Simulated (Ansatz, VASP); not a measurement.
## Two plane-wave programs on RbCl

```xyz
2
Lattice="0.0000 3.2455 3.2455 3.2455 0.0000 3.2455 3.2455 3.2455 0.0000" Properties=species:S:1:pos:R:3 pbc="T T T"
Rb    0.0000    0.0000    0.0000
Cl    3.2455    3.2455    3.2455
```

Alike in both runs: task single point; functional PBE; k mesh 6 × 6 × 6; occupations gaussian, width 0.02 eV; no spin polarisation.

|  | VASP | Ansatz |
| --- | --- | --- |
| version | VASP 6.6.1 | Ansatz 0.2.0 |
| potentials or method | VASP PAW PBE potentials, release 64 (Rb_sv, Cl), cutoff 500 eV | scalar-relativistic, plane waves, PAW |
| valence electrons in the cell | 16 | 16 |

VASP gave:

```
gap on the k mesh at the Fermi level (eV) : 5.13
least direct gap on the mesh (eV)         : 5.13
pressure (GPa)                            : 1.7
```

Problem. Which values does Ansatz return?

Solution. gap on the k mesh at the Fermi level (eV): 5.14; least direct gap on the mesh (eV): 5.14; pressure (GPa): 1.7.
